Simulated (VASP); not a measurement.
# C in VASP: notebook

C is run at these levels: PBEsol; tasks: single point.

Program: VASP 6.6.1. These are calculated values, not measurements. Logs are shortened: lines on timing, memory, paths and dates and some standing lists are left out, and cuts for length are marked.

## 1. The cell of the first run

The cell holds a slab with vacuum, 4 atoms: a = 2.456 Å, b = 2.456 Å, c = 24.134 Å, α = 90.00°, β = 90.00°, γ = 120.00°.

## 2. Single point, PBEsol

INCAR

```
SYSTEM = C
ALGO = Normal ; EDIFF = 1E-6
ENCUT = 520 ; GGA = PS
ISIF = 2 ; ISMEAR = -1
LASPH = .True. ; LCHARG = .False.
LREAL = .False. ; LWAVE = .False.
NBANDS = 16 ; NELM = 100
PREC = Accurate ; SIGMA = 0.1
```

KPOINTS

```
k-points
0
Gamma
  3 3 1
  0 0 0
```

POSCAR

```
C
1.0
    2.4562280000      0.0000000000      0.0000000000
   -1.2281140000      2.1271558455      0.0000000000
    0.0000000000      0.0000000000     24.1339600000
C
4
Direct
    0.0000000000      0.0000000000      0.5704700000
    0.0000000000      0.0000000000      0.4295300000
    0.3333333333      0.6666666667      0.4295200000
    0.6666666667      0.3333333333      0.5704800000
```

Potentials or basis: VASP PAW PBE potentials, release 64 (C).

Started as:

```
cat potpaw_PBE.64/C/POTCAR > POTCAR
mpirun -np 1 vasp_std > vasp.out
```

OUTCAR:

```text
SYSTEM = C
   EDIFF = 1E-6
   ENCUT = 520
   GGA = PS
   ISIF = 2
   ISMEAR = -1
   LASPH = .True.
   LREAL = .False.
   NELM = 100
   PREC = Accurate

 ion  position               nearest neighbor table
   1  0.000  0.000  0.570-   4 1.42   4 1.42   4 1.42
   2  0.000  0.000  0.430-   3 1.42   3 1.42   3 1.42
   3  0.333  0.667  0.430-   2 1.42   2 1.42   2 1.42
   4  0.667  0.333  0.570-   1 1.42   1 1.42   1 1.42

  LATTYP: Found a hexagonal cell.
 ALAT       =     2.4562280000
 C/A-ratio  =     9.8256187943

  Lattice vectors:

 A1 = (   2.4562280000,   0.0000000000,   0.0000000000)
 A2 = (  -1.2281140000,   2.1271558455,   0.0000000000)
 A3 = (   0.0000000000,   0.0000000000,  24.1339600000)

Analysis of symmetry for initial positions (statically):
=====================================================================
 Subroutine PRICEL returns:
 Original cell was already a primitive cell.

 Routine SETGRP: Setting up the symmetry group for a
 hexagonal supercell.

 Subroutine GETGRP returns: Found 12 space group operations
 (whereof 12 operations were pure point group operations)
 out of a pool of 24 trial point group operations.

The static configuration has the point symmetry D_3d.

Analysis of symmetry for dynamics (positions and initial velocities):
=====================================================================
 Subroutine PRICEL returns:
 Original cell was already a primitive cell.

 Routine SETGRP: Setting up the symmetry group for a
 hexagonal supercell.

 Subroutine GETGRP returns: Found 12 space group operations
 (whereof 12 operations were pure point group operations)
 out of a pool of 24 trial point group operations.

The dynamic configuration has the point symmetry D_3d.

 Subroutine INISYM returns: Found 12 space group operations
 (whereof 12 operations are pure point group operations),
 and found     1 'primitive' translations

----------------------------------------------------------------------------------------

                                     Primitive cell

  volume of cell :     126.0946

  direct lattice vectors                    reciprocal lattice vectors
     2.456228000  0.000000000  0.000000000     0.407128328  0.235055650  0.000000000
    -1.228114000  2.127155845  0.000000000     0.000000000  0.470111300  0.000000000
     0.000000000  0.000000000 24.133960000     0.000000000  0.000000000  0.041435388

  length of vectors
     2.456228000  2.456228000 24.133960000     0.470111300  0.470111300  0.041435388

  position of ions in fractional coordinates (direct lattice)
     0.000000000  0.000000000  0.570470000
     0.000000000  0.000000000  0.429530000
     0.333333333  0.666666667  0.429520000
     0.666666667  0.333333333  0.570480000

  ion indices of the primitive-cell ions
   primitive index   ion index
                 1           1
                 2           2
                 3           3
                 4           4

----------------------------------------------------------------------------------------

 KPOINTS: k-points

Automatic generation of k-mesh.
 Grid dimensions read from file:
 generate k-points for:    3    3    1

 Generating k-lattice:

  Cartesian coordinates                     Fractional coordinates (reciprocal lattice)
     0.135709443  0.078351883  0.000000000     0.333333333  0.000000000  0.000000000
     0.000000000  0.156703767  0.000000000     0.000000000  0.333333333  0.000000000
     0.000000000  0.000000000  0.041435388     0.000000000  0.000000000  1.000000000

  Length of vectors
     0.156703767  0.156703767  0.041435388

  Shift w.r.t. Gamma in fractional coordinates (k-lattice)
     0.000000000  0.000000000  0.000000000

 Subroutine IBZKPT returns following result:
 ===========================================

 Found      3 irreducible k-points:

 Following reciprocal coordinates:
            Coordinates               Weight
  0.000000  0.000000  0.000000      1.000000
  0.333333 -0.000000  0.000000      6.000000
  0.333333  0.333333  0.000000      2.000000
   k-points           NKPTS =      3   k-points in BZ     NKDIM =      3   number of bands    NBANDS=     16
   number of dos      NEDOS =    301   number of ions     NIONS =      4
   total plane-waves  NPLWV =  58320
   dimension x,y,z NGX =    18 NGY =   18 NGZ =  180
   dimension x,y,z NGXF=    36 NGYF=   36 NGZF=  360
   ions per type =               4
   NGX,Y,Z   is equivalent  to a cutoff of  12.18, 12.18, 12.40 a.u.
   NGXF,Y,Z  is equivalent  to a cutoff of  24.37, 24.37, 24.80 a.u.
 SYSTEM =  C
   PREC   = accura    normal or accurate (medium, high low for compatibility)
   ISTART =      0    job   : 0-new  1-cont  2-samecut
   ICHARG =      2    charge: 1-file 2-atom 10-const
   ISPIN  =      1    spin polarized calculation?
   LNONCOLLINEAR =      F non collinear calculations
   LSORBIT =      F    spin-orbit coupling
   LASPH  =      T    aspherical Exc in radial PAW
   ENCUT  =  520.0 eV  38.22 Ry    6.18 a.u.   4.57  4.57 44.87*2*pi/ulx,y,z
   NELM   =    100;   NELMIN=  2; NELMDL= -5     # of ELM steps
   EDIFF  = 0.1E-05   stopping-criterion for ELM
   LREAL  =      F    real-space projection
   EDIFFG = 0.1E-04   stopping-criterion for IOM
   NSW    =      0    number of steps for IOM
   IBRION =     -1    ionic relax: 0-MD 1-quasi-New 2-CG
   NFREE  =      0    steps in history (QN), initial steepest desc. (CG)
   ISIF   =      2    stress and relaxation
   ISYM   =      2    0-nonsym 1-usesym 2-fastsym
   POTIM  = 0.5000    time-step for ionic-motion
   TEBEG  =    0.0;   TEEND  =   0.0 temperature during run
   PSTRESS=    0.0 pullay stress
   NELECT =      16.0000    total number of electrons
   NUPDOWN=      -1.0000    fix difference up-down
   EMIN   =  10.00;   EMAX   =-10.00  energy-range for DOS
   EFERMI =   0.00;   METHOD = LEGACY
   ISMEAR =    -1;   SIGMA  =   0.10  broadening in eV -4-tet -1-fermi 0-gaus
   EFERMI_NEDOS =   21; number of points for ismear=-14 and -15
   IALGO  =     38    algorithm
   IMIX   =      4    mixing-type and parameters
     AMIX     =   0.40;   BMIX     =  1.00
     AMIX_MAG =   1.60;   BMIX_MAG =  1.00
  volume/ion in A,a.u.               =      31.52       212.73
  Fermi-wavevector in a.u.,A,eV,Ry     =   0.822652  1.554586  9.207821  0.676756
  Thomas-Fermi vector in A             =   1.934024
   LORBIT       =      0    0 simple, 1 ext, 2 COOP (PROOUT), +10 PAW based schemes
   GGA     = PS    functional components
   LHFCALC =     F    Hartree Fock is set to
   AEXX    =    0.0000 exact exchange contribution
   IVDW    =     0    specifies the selected vdW correction
   LEPSILON=     F    determine dielectric tensor
   LRPA    =     F    only Hartree local field effects (RPA)
 non-spin polarized calculation
  energy-cutoff  :      520.00
  volume of cell :      126.09
 maximum number of plane-waves:      3420
 NGX is ok and might be reduce to    18
   NGX =  9   NGY =  9   NGZ = 89

 number of electron      15.9999996 magnetization

 Free energy of the ion-electron system (eV)
  ---------------------------------------------------
  ext. energy  EPLUGINS =         0.00000000
  ---------------------------------------------------
  free energy    TOTEN  =       -37.60812591 eV

  energy without entropy =      -37.53161492  energy(sigma->0) =      -37.56987042

 E-fermi :  -1.7796     XC(G=0):  -3.3011

 val. band max:       -1.7802331042   @ k =   0.3333   0.3333   0.0000
 cond. band min:      -1.4570503752   @ k =   0.3333   0.3333   0.0000
 fundamental gap:      0.3231827290
 Fermi energy:        -1.7795632816

 k-point     1 :       0.0000    0.0000    0.0000
  band No.  band energies     occupation
      1     -21.4115      2.00000
      2     -21.2732      2.00000
      3      -9.9648      2.00000
      4      -9.0335      2.00000
      5      -4.7521      2.00000
      6      -4.7521      2.00000
      7      -4.7441      2.00000
      8      -4.7441      2.00000
      9       1.6584      0.00000
     10       2.0864      0.00000
     11       2.5291      0.00000
     12       3.2710      0.00000
     13       3.6569      0.00000
     14       4.9913      0.00000
     15       5.1039      0.00000
     16       6.5886      0.00000

 k-point     2 :       0.3333   -0.0000    0.0000
  band No.  band energies     occupation
      1     -18.7924      2.00000
      2     -18.6763      2.00000
      3     -11.4219      2.00000
      4     -11.3614      2.00000
      5      -7.5534      2.00000
      6      -7.5304      2.00000
      7      -6.8691      2.00000
      8      -6.0650      2.00000
      9       2.9603      0.00000
     10       3.3978      0.00000
     11       5.1653      0.00000
     12       5.6715      0.00000
     13       5.9595      0.00000
     14       6.0827      0.00000
     15       6.2246      0.00000
     16       6.9305      0.00000

 k-point     3 :       0.3333    0.3333    0.0000
  band No.  band energies     occupation
      1     -14.3699      2.00000
      2     -14.3236      2.00000
      3     -14.3236      2.00000
      4     -14.2839      2.00000
      5     -12.4498      2.00000
      6     -12.4498      2.00000
      7      -2.0933      1.91684
      8      -1.7802      1.00335
      9      -1.7802      1.00335
     10      -1.4571      0.07646
     11       8.6126      0.00000
     12       8.6126      0.00000
     13      10.8433      0.00000
     14      11.1808      0.00000
     15      11.1808      0.00000
     16      12.0645      0.00000

------------------------ aborting loop because EDIFF is reached ----------------------------------------

  FORCE on cell =-STRESS in cart. coord.  units (eV):
  Direction    XX          YY          ZZ          XY          YZ          ZX
  --------------------------------------------------------------------------------------
  -------------------------------------------------------------------------------------
  Total        1.5122217      1.5122217     -0.5200130      0.0000000      0.0000000      0.0000000
  in kB       19.2145164     19.2145164     -6.6073639      0.0000000      0.0000000      0.0000000
  external PRESSURE =      10.6072230 kB  Pullay stress =       0.0000000 kB

 VOLUME and BASIS-vectors are now :
 -----------------------------------------------------------------------------
  energy-cutoff  :      520.00
  volume of cell :      126.09
      direct lattice vectors                 reciprocal lattice vectors
     2.456228000  0.000000000  0.000000000     0.407128328  0.235055650  0.000000000
    -1.228114000  2.127155845  0.000000000     0.000000000  0.470111300  0.000000000
     0.000000000  0.000000000 24.133960000     0.000000000  0.000000000  0.041435388

 POSITION                                       TOTAL-FORCE (eV/Angst)
 -----------------------------------------------------------------------------------
      0.00000      0.00000     13.76770         0.000000     -0.000000     -0.204470
      0.00000      0.00000     10.36626        -0.000000      0.000000      0.204470
     -0.00000      1.41810     10.36602        -0.000000      0.000000     -0.057789
      1.22811      0.70905     13.76794         0.000000     -0.000000      0.057789
 -----------------------------------------------------------------------------------
    total drift:                               -0.000000      0.000000     -0.000000

  FREE ENERGIE OF THE ION-ELECTRON SYSTEM (eV)
  ---------------------------------------------------
  free  energy   TOTEN  =       -37.6081259121 eV

  energy  without entropy=      -37.5316149199  energy(sigma->0) =      -37.56987042
```

Wall time 8.5 s (1 thread of Intel Xeon 6975P-C, shared host); peak memory 0.21 GiB.

Results:

```
Free energy            : -37.6081 eV
Largest force          : 0.204 eV/Å
Band gap on the k mesh : zero (filled and empty bands touch)
```

Forces in eV/Å, atoms in the order of the input:
```
C    0.000  0.000 -0.204
C    0.000  0.000  0.204
C    0.000  0.000 -0.058
C    0.000  0.000  0.058
```

Levels at points of the mesh, in eV from the Fermi level:
```tsv
k point	band 6	band 7	band 8	band 9	band 10	band 11
(0.00, 0.00, 0.00)	-2.97	-2.96	-2.96	3.44	3.87	4.31
```

Caveat: the k points lie up to 0.98 Å⁻¹ apart; the PAW data sets were made with another functional, which shifts forces and pressure a little.

## 3. Single point, PBEsol

INCAR

```
PREC     = Accurate       # precision mode
ENCUT    = 520            # plane-wave cutoff, eV
EDIFF    = 1E-6           # SCF threshold, eV
ISMEAR   = -1             # smearing method
SIGMA    = 0.1            # smearing width, eV
LREAL    = False          # projectors in reciprocal space
LASPH    = True           # aspherical terms in the spheres
NELM     = 80             # most SCF steps
ALGO     = Normal         # electronic algorithm
ISIF     = 2              # what is computed and relaxed
LWAVE    = False          # write WAVECAR
LCHARG   = False          # write CHGCAR
GGA      = PS             # functional
NBANDS   = 16             # bands
```

KPOINTS

```
Automatic mesh
0
Gamma
  5 5 1
```

POSCAR is that of step 2.

Potentials or basis: VASP PAW PBE potentials, release 64 (C).

Started as:

```
cat potpaw_PBE.64/C/POTCAR > POTCAR
mpirun -np 1 vasp_std > vasp.out
```

Run time: 11 s. Hardware: 1 thread of Intel Xeon 6975P-C, shared host; peak memory 0.22 GiB.

It converged, with:

```yaml
Free_energy: -38.5256 eV
Largest_force: 0.007 eV/Å
Band_gap_on_the_k_mesh: 2.64 eV, direct
```

Forces in eV/Å, atoms in the order of the input:
```
C    0.000  0.000  0.005
C    0.000  0.000 -0.005
C    0.000  0.000 -0.007
C    0.000  0.000  0.007
```

Levels at points of the mesh, in eV from the valence-band top:
| k point | band 4 | band 5 | band 6 | band 7 | band 8 | band 9 | band 10 | band 11 | band 12 | band 13 |
| --- | --- | --- | --- | --- | --- | --- | --- | --- | --- | --- |
| (0.00, 0.00, 0.00) | -5.88 | -1.62 | -1.62 | -1.61 | -1.61 | 4.84 | 5.27 | 5.75 | 6.50 | 6.82 |

Caveat: the k points lie up to 0.59 Å⁻¹ apart; the PAW data sets were made with another functional, which shifts forces and pressure a little.
